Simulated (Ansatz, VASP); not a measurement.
LaTlCl4 in VASP and in Ansatz

```
La Tl Cl
1.0
     4.90072    0.00000    0.00000
     0.00000    4.90072    0.00000
     0.00000    0.00000    7.70487
La Tl Cl
1 1 4
Direct
  0.00000 0.00000 0.00000
  0.50000 0.50000 0.50000
  0.50000 0.00000 0.78582
  0.00000 0.50000 0.21418
  0.50000 0.00000 0.21418
  0.00000 0.50000 0.78582
```

Change from the starting cell: species swapped into the TlBiF4 type (P4/mmm, No. 123).

Alike in both runs: functional PBE; k mesh 6 × 6 × 4; occupations gaussian, width 0.02 eV; no spin polarisation.

Ansatz relaxed the structure, and its values are those at the end. VASP's run is a single point on that final structure, the one shown.

|  | VASP | Ansatz |
| --- | --- | --- |
| version | VASP 6.6.1 | Ansatz 0.2.0 |
| potentials or method | VASP PAW PBE potentials, release 64 (La, Tl_d, Cl), cutoff 520 eV | scalar-relativistic, plane waves, PAW |
| valence electrons in the cell | 52 | 52 |

Ansatz gave:

```
gap on the k mesh at the Fermi level (eV) : 3.18
least direct gap on the mesh (eV)         : 3.18
pressure (GPa)                            : 0.0
rms of the force components (eV/Å)        : 0.002
```

Question: Estimate VASP's values.

Answer: gap on the k mesh at the Fermi level (eV): 3.24; least direct gap on the mesh (eV): 3.25; pressure (GPa): -0.1; rms of the force components (eV/Å): 0.005.

The functional is the same, so the differences come from potentials, cutoffs and numerics.

Neither program's run includes spin-orbit coupling.
